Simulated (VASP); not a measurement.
A run of VASP 6.6.1 is set up as follows.

File INCAR:

```
SYSTEM = In3As
  PREC = Accurate
  ENCUT = 520
  EDIFF = 1E-7
  ISMEAR = -1
  SIGMA = 0.05
  LREAL = .FALSE.
  LASPH = .TRUE.
  NELM = 100
  ALGO = Fast
  ISIF = 2
  LWAVE = .FALSE.
  LCHARG = .TRUE.
  GGA = CA
  LELF = .TRUE.
  LVHAR = .TRUE.
  NBANDS = 30
```

Contents of KPOINTS:

```
Automatic mesh
0
G
  6 6 6
  0 0 0
```

Contents of POSCAR:

```
In3As
1.0
    4.5763138120      0.0000000000      0.0000000000
    0.0000000000      4.5763138120      0.0000000000
    0.0000000000      0.0000000000      4.5763138120
In As
3 1
Direct
    0.5000000000      0.5000000000      0.0000000000
    0.5000000000      0.0000000000      0.5000000000
    0.0000000000      0.5000000000      0.5000000000
    0.0000000000      0.0000000000      0.0000000000
```

Potentials or basis: VASP PAW LDA potentials, release 64 (In_d, As).

Launch:

```console
$ cat potpaw_LDA.64/In_d/POTCAR potpaw_LDA.64/As/POTCAR > POTCAR
$ mpirun -np 1 vasp_std > vasp.out
```

(1) Estimate the pressure.

(2) Predict the band gap on the k mesh.

## Answers

(1) -1.3 GPa.

(2) zero (bands 22 and 23 overlap by 4.18 eV).

Caveat: spin-orbit coupling is left out, which moves the levels of the heavy elements.
